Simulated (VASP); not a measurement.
A run of VASP 6.6.1:

INCAR

```
SYSTEM = SiMo3
ALGO = Fast ; EDIFF = 1E-6
EDIFFG = -0.015 ; ENCUT = 600
GGA = PE ; IBRION = 2
ISIF = 3 ; ISMEAR = 0
LASPH = .TRUE. ; LCHARG = .FALSE.
LREAL = Auto ; LWAVE = .FALSE.
NELM = 100 ; NSW = 80
PREC = Accurate ; SIGMA = 0.1
```

KPOINTS

```
k-points
0
G
  6 6 6
  0 0 0
```

File POSCAR:

```
SiMo3
1.0
   -4.9064533709      4.9064533709      0.0000000000
    0.0000000000      4.9064533709     -4.9064533709
   -4.9064533709      0.0000000000     -4.9064533709
Si Mo
4 12
Direct
    0.7500000000      0.7500000000      0.7500000000
    0.2500000000      0.2500000000      0.2500000000
    0.5000000000      0.5000000000      0.5000000000
    0.0000000000      0.0000000000      0.0000000000
    0.8750000000      0.6250000000      0.1250000000
    0.3750000000      0.1250000000      0.6250000000
    0.6250000000      0.8750000000      0.3750000000
    0.1250000000      0.3750000000      0.8750000000
    0.6250000000      0.1250000000      0.8750000000
    0.1250000000      0.6250000000      0.3750000000
    0.8750000000      0.3750000000      0.6250000000
    0.3750000000      0.8750000000      0.1250000000
    0.8750000000      0.1250000000      0.3750000000
    0.3750000000      0.6250000000      0.8750000000
    0.6250000000      0.3750000000      0.1250000000
    0.1250000000      0.8750000000      0.6250000000
```

Potentials or basis: VASP PAW PBE potentials, release 64 (Si, Mo_sv).

Launch:

```console
$ cat potpaw_PBE.64/Si/POTCAR potpaw_PBE.64/Mo_sv/POTCAR > POTCAR
$ mpirun -np 1 vasp_std > vasp.out
```

Hardware: 1 thread of Oxide Virtual Turin-like Processor, on a shared host.

**Question.** Estimate the wall time of this run.

**Answer.** Run time: 46 min on 1 thread of Oxide Virtual Turin-like Processor, on a shared host, peak memory 0.62 GiB. Counts: scf iterations 37, k points 16, ion steps 3.
